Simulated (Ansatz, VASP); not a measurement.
**ZrGe4Mo: VASP beside Ansatz**

```
Zr Ge Mo
1.0
     3.10714    0.00000    0.00000
    -1.55357    2.69086    0.00000
     0.00000    0.00000   12.94402
Zr Ge Mo
1 4 1
Direct
  0.00000 0.00000 0.00000
  0.66667 0.33333 0.82233
  0.66667 0.33333 0.35150
  0.33333 0.66667 0.64850
  0.33333 0.66667 0.17767
  0.00000 0.00000 0.50000
```

Change from the starting cell: species swapped into the TaTiTe4 type (P-3m1, No. 164).

Alike in both runs: functional PBE; k mesh 12 × 12 × 4; occupations gaussian, width 0.1 eV; no spin polarisation.

Ansatz relaxed the structure, and its values are those at the end. VASP's run is a single point on that final structure, the one shown.

|  | VASP | Ansatz |
| --- | --- | --- |
| version | VASP 6.6.1 | Ansatz 0.2.0 |
| potentials or method | VASP PAW PBE potentials, release 64 (Zr_sv, Ge_d, Mo_sv), cutoff 520 eV | scalar-relativistic, plane waves, PAW |
| valence electrons in the cell | 82 | 82 |

|  | VASP | Ansatz | Ansatz less VASP |
| --- | --- | --- | --- |
| gap on the k mesh at the Fermi level (eV) | none | none | - |
| pressure (GPa) | 0.1 | 0.0 | -0.16 |
| rms of the force components (eV/Å) | 0.003 | 0.003 | -0.0009 |

A gap of «none» marks a metal or a gap that the smearing closes.
